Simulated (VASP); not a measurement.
Here is a VASP 6.6.1 calculation.

The input INCAR:

```
PREC = Accurate
ENCUT = 520
EDIFF = 1E-6
ISMEAR = 0
SIGMA = 0.05
LREAL = F
LASPH = T
NELM = 80
ALGO = Normal
ISIF = 2
LWAVE = F
LCHARG = F
LDIPOL = T
IDIPOL = 3
DIPOL = 0.5 0.5 0.398
GGA = PE
IVDW = 12
NBANDS = 35
```

KPOINTS

```
regular mesh
0
Gamma
  9 9 1
```

File POSCAR:

```
WS2
1.0
    3.1595456749      0.0000000000      0.0000000000
   -1.5797728375      2.7362468188      0.0000000000
    0.0000000000      0.0000000000     23.8042574588
S W
4 2
Direct
    0.3333333333      0.6666666667      0.1890418135
    0.3333333333      0.6666666667      0.3214605094
    0.6666666667      1.3333333333      0.4743743319
    0.6666666667      1.3333333333      0.6067930278
    0.6666666667      0.3333333333      0.2552511583
    1.0000000000      1.0000000000      0.5405836767
```

Potentials or basis: VASP PAW PBE potentials, release 64 (S, W_sv).

The run is started by

```console
$ cat potpaw_PBE.64/S/POTCAR potpaw_PBE.64/W_sv/POTCAR > POTCAR
$ mpirun -np 1 vasp_std > vasp.out
```

**Question.** What does it give for the dispersion energy per atom?

**Answer.** -0.347 eV.

**Question.** Predict the largest force.

**Answer.** 0.077 eV/Å.

Forces in eV/Å, atoms in the order of the input:
```
S    0.000  0.000  0.005
S    0.000  0.000  0.077
S    0.000  0.000 -0.075
S    0.000  0.000 -0.004
W    0.000  0.000  0.044
W    0.000  0.000 -0.047
```
